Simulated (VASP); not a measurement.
# Ti (P6/mmm) in VASP: further runs

Runs on Ti. Level: PBE. Tasks: relaxation of shape and atoms at fixed volume.

All numbers are computed with VASP 6.6.1; they aren't measurements. Logs are shortened: lines on timing, memory, paths and dates and some standing lists are left out, and cuts for length are marked.

**1. The cell of the first run**

The structure is hexagonal, space group P6/mmm (No. 191). The conventional cell has a = 4.434 Å, b = 4.434 Å, c = 2.749 Å, α = 90.00°, β = 90.00°, γ = 120.00°. Within 3.6 Å of Ti (site symmetry 6/mmm) lie 14 Ti at 2.75 to 2.91 Å. Within 3.4 Å of Ti (site symmetry -6m2) lie 11 Ti at 2.56 to 2.91 Å.

This isn't the form of Ti at room conditions, which is hcp.

**2. Relaxation of shape and atoms at fixed volume, PBE (15.60 Å³/atom)**

INCAR

```
SYSTEM = Ti
PREC     = Accurate       ! precision mode
ENCUT    = 600            ! plane-wave cutoff, eV
EDIFF    = 1E-6           ! SCF threshold, eV
ISMEAR   = 0              ! smearing method
SIGMA    = 0.1            ! smearing width, eV
LREAL    = .False.        ! projectors in reciprocal space
LASPH    = .True.         ! aspherical terms in the spheres
NELM     = 100            ! most SCF steps
ALGO     = Fast           ! electronic algorithm
ISIF     = 4              ! what is computed and relaxed
LWAVE    = .False.        ! write WAVECAR
LCHARG   = .False.        ! write CHGCAR
GGA      = PE             ! functional
IBRION   = 2              ! ionic algorithm
NSW      = 50             ! ionic steps
EDIFFG   = -0.01          ! ionic threshold
```

KPOINTS

```
Automatic mesh
0
Gamma
  12 12 16
  0 0 0
```

POSCAR

```
Ti
1.0
    4.4338266972      0.0000000000      0.0000000000
   -2.2169133486      3.8398065558      0.0000000000
    0.0000000000      0.0000000000      2.7489070586
Ti
3
Direct
    0.0000000000      0.0000000000      0.0000000000
    0.3333333333      0.6666666667      0.5000000000
    0.6666666667      0.3333333333      0.5000000000
```

Potentials or basis: VASP PAW PBE potentials, release 64 (Ti_sv).

The run is started by

```sh
$ cat potpaw_PBE.64/Ti_sv/POTCAR > POTCAR
$ mpirun -np 1 vasp_std > vasp.out
```

OUTCAR:

```text
SYSTEM = Ti
   PREC = Accurate
   ENCUT = 600
   EDIFF = 1E-6
   ISMEAR = 0
   LREAL = .False.
   LASPH = .True.
   NELM = 100
   ISIF = 4
   GGA = PE
   IBRION = 2
   NSW = 50
   EDIFFG = -0.01

 ion  position               nearest neighbor table
   1  0.000  0.000  0.000-   2 2.91   3 2.91   2 2.91   3 2.91   3 2.91   3 2.91   2 2.91   2 2.91
                             3 2.91   3 2.91   2 2.91   2 2.91
   2  0.333  0.667  0.500-   3 2.56   3 2.56   3 2.56   1 2.91   1 2.91   1 2.91   1 2.91   1 2.91
                             1 2.91
   3  0.667  0.333  0.500-   2 2.56   2 2.56   2 2.56   1 2.91   1 2.91   1 2.91   1 2.91   1 2.91
                             1 2.91

  LATTYP: Found a hexagonal cell.
 ALAT       =     4.4338266972
 C/A-ratio  =     0.6199852286

  Lattice vectors:

 A1 = (   4.4338266972,   0.0000000000,   0.0000000000)
 A2 = (  -2.2169133486,   3.8398065558,   0.0000000000)
 A3 = (   0.0000000000,   0.0000000000,   2.7489070586)

Analysis of symmetry for initial positions (statically):
=====================================================================
 Subroutine PRICEL returns:
 Original cell was already a primitive cell.

 Routine SETGRP: Setting up the symmetry group for a
 hexagonal supercell.

 Subroutine GETGRP returns: Found 24 space group operations
 (whereof 24 operations were pure point group operations)
 out of a pool of 24 trial point group operations.

The static configuration has the point symmetry D_6h.

Analysis of symmetry for dynamics (positions and initial velocities):
=====================================================================
 Subroutine PRICEL returns:
 Original cell was already a primitive cell.

 Routine SETGRP: Setting up the symmetry group for a
 hexagonal supercell.

 Subroutine GETGRP returns: Found 24 space group operations
 (whereof 24 operations were pure point group operations)
 out of a pool of 24 trial point group operations.

The dynamic configuration has the point symmetry D_6h.

 Subroutine INISYM returns: Found 24 space group operations
 (whereof 24 operations are pure point group operations),
 and found     1 'primitive' translations

----------------------------------------------------------------------------------------

                                     Primitive cell

  volume of cell :      46.8002

  direct lattice vectors                    reciprocal lattice vectors
     4.433826697  0.000000000  0.000000000     0.225538811  0.130214893  0.000000000
    -2.216913349  3.839806556  0.000000000     0.000000000  0.260429786  0.000000000
     0.000000000  0.000000000  2.748907059     0.000000000  0.000000000  0.363780942

  length of vectors
     4.433826697  4.433826697  2.748907059     0.260429786  0.260429786  0.363780942

  position of ions in fractional coordinates (direct lattice)
     0.000000000  0.000000000  0.000000000
     0.333333333  0.666666667  0.500000000
     0.666666667  0.333333333  0.500000000

  ion indices of the primitive-cell ions
   primitive index   ion index
                 1           1
                 2           2
                 3           3

----------------------------------------------------------------------------------------

 KPOINTS: Automatic mesh

Automatic generation of k-mesh.
 Grid dimensions read from file:
 generate k-points for:   12   12   16

 Generating k-lattice:

  Cartesian coordinates                     Fractional coordinates (reciprocal lattice)
     0.018794901  0.010851241  0.000000000     0.083333333  0.000000000  0.000000000
[... 61 lines left out ...]
   EDIFFG = -.1E-01   stopping-criterion for IOM
   NSW    =     50    number of steps for IOM
   IBRION =      2    ionic relax: 0-MD 1-quasi-New 2-CG
   NFREE  =      1    steps in history (QN), initial steepest desc. (CG)
   ISIF   =      4    stress and relaxation
   ISYM   =      2    0-nonsym 1-usesym 2-fastsym
   POTIM  = 0.5000    time-step for ionic-motion
   TEBEG  =    0.0;   TEEND  =   0.0 temperature during run
   PSTRESS=    0.0 pullay stress
   NELECT =      36.0000    total number of electrons
   NUPDOWN=      -1.0000    fix difference up-down
   EMIN   =  10.00;   EMAX   =-10.00  energy-range for DOS
   EFERMI =   0.00;   METHOD = LEGACY
   ISMEAR =     0;   SIGMA  =   0.10  broadening in eV -4-tet -1-fermi 0-gaus
   EFERMI_NEDOS =   21; number of points for ismear=-14 and -15
   IALGO  =     68    algorithm
   IMIX   =      4    mixing-type and parameters
     AMIX     =   0.40;   BMIX     =  1.00
     AMIX_MAG =   1.60;   BMIX_MAG =  1.00
  volume/ion in A,a.u.               =      15.60       105.27
  Fermi-wavevector in a.u.,A,eV,Ry     =   1.500006  2.834600 30.613348  2.250018
  Thomas-Fermi vector in A             =   2.611562
   LORBIT       =      0    0 simple, 1 ext, 2 COOP (PROOUT), +10 PAW based schemes
   GGA     = PE    functional components
   LHFCALC =     F    Hartree Fock is set to
   AEXX    =    0.0000 exact exchange contribution
   IVDW    =     0    specifies the selected vdW correction
   LEPSILON=     F    determine dielectric tensor
   LRPA    =     F    only Hartree local field effects (RPA)
 conjugate gradient relaxation of ions
 non-spin polarized calculation
 RMM-DIIS sequential band-by-band and
 Gauss-broadening in eV      SIGMA  =   0.10
  energy-cutoff  :      600.00
  volume of cell :       46.80
 maximum number of plane-waves:      1577
 NGX is ok and might be reduce to    36
   NGX = 17   NGY = 17   NGZ = 11

--------------------------------------- Ionic step        1  -------------------------------------------

 number of electron      36.0000002 magnetization

 Free energy of the ion-electron system (eV)
  ---------------------------------------------------
  ext. energy  EPLUGINS =         0.00000000
  ---------------------------------------------------
  free energy    TOTEN  =       -23.36644448 eV

  energy without entropy =      -23.35242174  energy(sigma->0) =      -23.35943311

------------------------ aborting loop EDIFF was not reached (unconverged)  ----------------------------

  FORCE on cell =-STRESS in cart. coord.  units (eV):
  Direction    XX          YY          ZZ          XY          YZ          ZX
  --------------------------------------------------------------------------------------
  -------------------------------------------------------------------------------------
  Total        3.5157416      3.5157416      3.5789630      0.0000000      0.0000000     -0.0000000
  in kB      120.3592350    120.3592351    122.5235806      0.0000000      0.0000000     -0.0000000
  external PRESSURE =     121.0806836 kB  Pullay stress =       0.0000000 kB

 VOLUME and BASIS-vectors are now :
 -----------------------------------------------------------------------------
  energy-cutoff  :      600.00
  volume of cell :       46.80
      direct lattice vectors                 reciprocal lattice vectors
     4.433826697  0.000000000  0.000000000     0.225538811  0.130214893  0.000000000
    -2.216913349  3.839806556  0.000000000     0.000000000  0.260429786  0.000000000
     0.000000000  0.000000000  2.748907059     0.000000000  0.000000000  0.363780942

 POSITION                                       TOTAL-FORCE (eV/Angst)
 -----------------------------------------------------------------------------------
      0.00000      0.00000      0.00000        -0.000000      0.000000     -0.000000
     -0.00000      2.55987      1.37445        -0.000000     -0.000000      0.000000
      2.21691      1.27994      1.37445         0.000000      0.000000     -0.000000
 -----------------------------------------------------------------------------------
    total drift:                                0.000000      0.000000     -0.000000

  FREE ENERGIE OF THE ION-ELECTRON SYSTEM (eV)
  ---------------------------------------------------
  free  energy   TOTEN  =       -23.3664444802 eV

  energy  without entropy=      -23.3524217359  energy(sigma->0) =      -23.35943311

--------------------------------------- Ionic step        2  -------------------------------------------

 number of electron      36.0000001 magnetization

 Free energy of the ion-electron system (eV)
  ---------------------------------------------------
  ext. energy  EPLUGINS =         0.00000000
  ---------------------------------------------------
  free energy    TOTEN  =       -23.36741916 eV

  energy without entropy =      -23.35340931  energy(sigma->0) =      -23.36041423

 E-fermi :   9.4136     XC(G=0): -12.0133

 val. band max:        9.4075344726   @ k =   0.2500   0.2500   0.0625
 cond. band min:       9.4144777810   @ k =   0.0000   0.0000   0.0000
 fundamental gap:      0.0069433083
 Fermi energy:         9.4136080056

 k-point     1 :       0.0000    0.0000    0.0000
  band No.  band energies     occupation
      1     -47.3150      2.00000
      2     -47.0535      2.00000
      3     -46.8354      2.00000
      4     -23.6616      2.00000
      5     -23.6616      2.00000
      6     -23.6171      2.00000
[... 589 lines left out ...]
     21      10.1798      0.00000
     22      10.6352      0.00000

 [... further k-points ...]

------------------------ aborting loop because EDIFF is reached ----------------------------------------

  FORCE on cell =-STRESS in cart. coord.  units (eV):
  Direction    XX          YY          ZZ          XY          YZ          ZX
  --------------------------------------------------------------------------------------
  -------------------------------------------------------------------------------------
  Total        3.5313396      3.5313396      3.5407681      0.0000000      0.0000000      0.0000000
  in kB      120.8932199    120.8932200    121.2160015      0.0000000      0.0000000      0.0000000
  external PRESSURE =     121.0008138 kB  Pullay stress =       0.0000000 kB

 VOLUME and BASIS-vectors are now :
 -----------------------------------------------------------------------------
  energy-cutoff  :      600.00
  volume of cell :       46.80
      direct lattice vectors                 reciprocal lattice vectors
     4.432324647  0.000000000 -0.000000000     0.225615242  0.130259021 -0.000000000
    -2.216162324  3.838505742  0.000000000    -0.000000000  0.260518042 -0.000000000
     0.000000000  0.000000000  2.750770503     0.000000000  0.000000000  0.363534507

 POSITION                                       TOTAL-FORCE (eV/Angst)
 -----------------------------------------------------------------------------------
      4.43232      0.00000      2.75077         0.000000      0.000000      0.000000
     -0.00000      2.55900      1.37539        -0.000000      0.000000     -0.000000
      2.21616      1.27950      1.37539         0.000000     -0.000000      0.000000
 -----------------------------------------------------------------------------------
    total drift:                                0.000000      0.000000      0.000000

  FREE ENERGIE OF THE ION-ELECTRON SYSTEM (eV)
  ---------------------------------------------------
  free  energy   TOTEN  =       -23.3674191584 eV

  energy  without entropy=      -23.3534093113  energy(sigma->0) =      -23.36041423

 reached required accuracy - stopping structural energy minimisation
```

Wall time 17 min (1 thread of Intel Xeon Platinum 8259CL at 2.50GHz (Skylake/Cascade Lake), shared host); peak memory 0.31 GiB.

Results:

- Free energy: -23.3674 eV
- Energy gained by relaxing: 0.3 meV/atom
- Ionic steps: 2
- Pressure after relaxing: 12.1 GPa
- Band gap on the k mesh: zero (bands 18 and 19 overlap by 0.42 eV)

The path:
| step | energy change (eV) | largest force (eV/Å) | pressure (GPa) | volume (Å³) |
| --- | --- | --- | --- | --- |
| 1 | 0.0000 | 0.0000 | 12.11 | 46.80 |
| 2 | -0.0010 | 0.0000 | 12.10 | 46.80 |

Final structure:
```
CELL_PARAMETERS angstrom
4.43232 0.00000 0.00000
-2.21616 3.83851 0.00000
0.00000 0.00000 2.75077
ATOMIC_POSITIONS crystal
Ti 0.00000 0.00000 0.00000
Ti 0.33333 0.66667 0.50000
Ti 0.66667 0.33333 0.50000
```

Levels at points of the mesh, in eV from the Fermi level:
| k point | band 15 | band 16 | band 17 | band 18 | band 19 | band 20 | band 21 | band 22 |
| --- | --- | --- | --- | --- | --- | --- | --- | --- |
| (0.00, 0.00, 0.00) | -0.73 | -0.73 | -0.64 | -0.64 | 0.00 | 0.75 | 1.40 | 1.40 |
| (0.50, 0.00, 0.00) | -2.87 | -0.51 | -0.49 | -0.42 | 0.02 | 0.60 | 1.07 | 1.43 |
| (0.00, 0.00, 0.50) | -2.22 | -1.85 | -1.85 | -1.73 | 1.14 | 1.14 | 1.39 | 1.39 |
| (0.50, 0.00, 0.50) | -1.94 | -1.36 | -0.73 | -0.71 | 0.33 | 0.87 | 1.18 | 1.20 |

**3. Relaxation of shape and atoms at fixed volume, PBE (16.11 Å³/atom)**

This run uses another cell than the first one, of 16.11 Å³/atom.

INCAR

```
PREC = Accurate
ENCUT = 600
EDIFF = 1E-7
ISMEAR = 0
SIGMA = 0.1
LREAL = False
LASPH = True
NELM = 100
ALGO = Fast
ISIF = 4
LWAVE = False
LCHARG = False
GGA = PE
IBRION = 2
NSW = 50
EDIFFG = -0.01
```

KPOINTS

```
Automatic mesh
0
Gamma
  12 12 16
```

POSCAR

```
Ti
1.0
    4.4837915849      0.0000000000      0.0000000000
   -2.2418957925      3.8830774178      0.0000000000
    0.0000000000      0.0000000000      2.7765986663
Ti
3
Direct
    0.0000000000      0.0000000000      0.0000000000
    0.3333333333      0.6666666667      0.5000000000
    0.6666666667      0.3333333333      0.5000000000
```

Potentials or basis: VASP PAW PBE potentials, release 64 (Ti_sv).

The run is started by

```sh
$ cat potpaw_PBE.64/Ti_sv/POTCAR > POTCAR
$ mpirun -np 1 vasp_std > vasp.out
```

Wall time 18 min (1 thread of Intel Xeon Platinum 8259CL at 2.50GHz (Skylake/Cascade Lake), shared host); peak memory 0.31 GiB.

Results (log left out):

| Property | Result |
| --- | --- |
| Free energy | -23.4616 eV |
| Energy gained by relaxing | 0.2 meV/atom |
| Ionic steps | 2 |
| Pressure after relaxing | 7.4 GPa |
| Band gap on the k mesh | zero (bands 18 and 19 overlap by 0.38 eV) |

The path:
| step | energy change (eV) | largest force (eV/Å) | pressure (GPa) | volume (Å³) |
| --- | --- | --- | --- | --- |
| 1 | 0.0000 | 0.0000 | 7.36 | 48.34 |
| 2 | -0.0005 | 0.0000 | 7.41 | 48.34 |

Final structure:
```
Ti
1.0
     4.48257    0.00000    0.00000
    -2.24128    3.88202    0.00000
     0.00000    0.00000    2.77811
Ti
3
Cartesian
  0.0000 0.0000 0.0000
  0.0000 2.5880 1.3891
  2.2413 1.2940 1.3891
```

Levels at points of the mesh, in eV from the Fermi level:
| k point | band 16 | band 17 | band 18 | band 19 | band 20 | band 21 |
| --- | --- | --- | --- | --- | --- | --- |
| (0.00, 0.00, 0.00) | -0.72 | -0.63 | -0.63 | -0.01 | 0.72 | 1.36 |
| (0.50, 0.00, 0.00) | -0.47 | -0.45 | -0.39 | 0.03 | 0.57 | 1.06 |
| (0.00, 0.00, 0.50) | -1.77 | -1.77 | -1.73 | 1.11 | 1.11 | 1.34 |
| (0.50, 0.00, 0.50) | -1.29 | -0.70 | -0.69 | 0.34 | 0.85 | 1.09 |
